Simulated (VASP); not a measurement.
A run of VASP 6.6.1 is set up as follows.

File INCAR:

```
SYSTEM = Ru
ALGO     = Normal         ! electronic algorithm
EDIFF    = 1E-6           ! SCF threshold, eV
ENCUT    = 520            ! plane-wave cutoff, eV
GGA      = PE             ! functional
ISIF     = 2              ! what is computed and relaxed
ISMEAR   = -1             ! smearing method
LASPH    = .TRUE.         ! aspherical terms in the spheres
LCHARG   = .TRUE.         ! write CHGCAR
LELF     = .TRUE.         ! ELF
LREAL    = .FALSE.        ! projectors in reciprocal space
LVHAR    = .TRUE.       
LWAVE    = .FALSE.        ! write WAVECAR
NBANDS   = 13             ! bands
NELM     = 60             ! most SCF steps
PREC     = Accurate       ! precision mode
SIGMA    = 0.06122561905347299 ! smearing width, eV
```

File KPOINTS:

```
k-points
0
G
  25 25 25
  0 0 0
```

File POSCAR:

```
Ru
1.0
    0.0000000000      1.9056612588      1.9056612588
    1.9056612588      0.0000000000      1.9056612588
    1.9056612588      1.9056612588      0.0000000000
Ru
1
Direct
    0.0000000000      0.0000000000      0.0000000000
```

Potentials or basis: VASP PAW PBE potentials, release 64 (Ru_pv).

Run with:

```console
$ cat potpaw_PBE.64/Ru_pv/POTCAR > POTCAR
$ mpirun -np 1 vasp_std > vasp.out
```

Task: Predict the band gap on the k mesh.

Result: Zero (band 7 reaches 14.56 eV, above the bottom of band 8 at 11.09 eV).

Task: Estimate the pressure.

Result: -0.2 GPa.
